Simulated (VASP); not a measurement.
A run of VASP 6.6.1:

File INCAR:

```
PREC = Accurate ; ENCUT = 520
EDIFF = 1E-6 ; ISMEAR = 0
SIGMA = 0.1 ; LREAL = F
LASPH = T ; NELM = 100
ALGO = Normal ; ISIF = 2
LWAVE = F ; LCHARG = F
GGA = PE ; NBANDS = 10
```

Contents of KPOINTS:

```
Automatic mesh
0
Gamma
  6 6 6
```

File POSCAR:

```
BeAs
1.0
    0.0000000000      2.5841686250      2.5841686250
    2.5841686250      0.0000000000      2.5841686250
    2.5841686250      2.5841686250      0.0000000000
Be As
1 1
Direct
    0.0000000000      0.0000000000      0.0000000000
    0.7500000000      0.7500000000      0.7500000000
```

Potentials or basis: VASP PAW PBE potentials, release 64 (Be, As).

Run with:

```console
$ cat potpaw_PBE.64/Be/POTCAR potpaw_PBE.64/As/POTCAR > POTCAR
$ mpirun -np 1 vasp_std > vasp.out
```

Hardware: 1 thread of Intel(R) Xeon(R) Platinum 8375C CPU @ 2.90GHz (Ice Lake) (shared host).

**Question.** How long does it take, and how much memory?

**Answer.** Wall time 4.9 s on 1 thread of Intel(R) Xeon(R) Platinum 8375C CPU @ 2.90GHz (Ice Lake) (shared host), peak memory 0.15 GiB. Counts: scf iterations 11, k points 16.
